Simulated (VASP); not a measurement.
Runs of VASP 6.6.1 on Ni. The structure is that of space group Im-3m (No. 229), or close to it. The cells are those of the table. 

```tsv
cell	gap on the mesh (eV)	pressure (GPa)	moment (μB)
a = 2.348 Å, angles 109.5°, 1 atom	none	3.1	0.42
a = 2.413 Å, angles 109.5°, 1 atom	none	-14.3	0.50
a = 2.397 Å, angles 109.5°, 1 atom	none	-10.7	0.49
a = 2.428 Å, angles 109.5°, 1 atom	none	-17.5	0.51
a = 2.364 Å, angles 109.5°, 1 atom	none	-2.0	(a)
a = 2.444 Å, angles 109.5°, 1 atom	none	-20.3	0.51
a = 2.381 Å, angles 109.5°, 1 atom	none	-6.6	(b)
```

Alike in all rows: task single point; level LDA; potentials or basis VASP PAW LDA potentials, release 64 (Ni); spin collinear, ferromagnetic start; k mesh 14 × 14 × 14; cutoff (eV) 520; smearing gaussian 0.1 eV.

Task: Fill in the values left out.

Result: (a) 0.46; (b) 0.48.

A gap of «none» marks levels without a gap at the run's occupations.
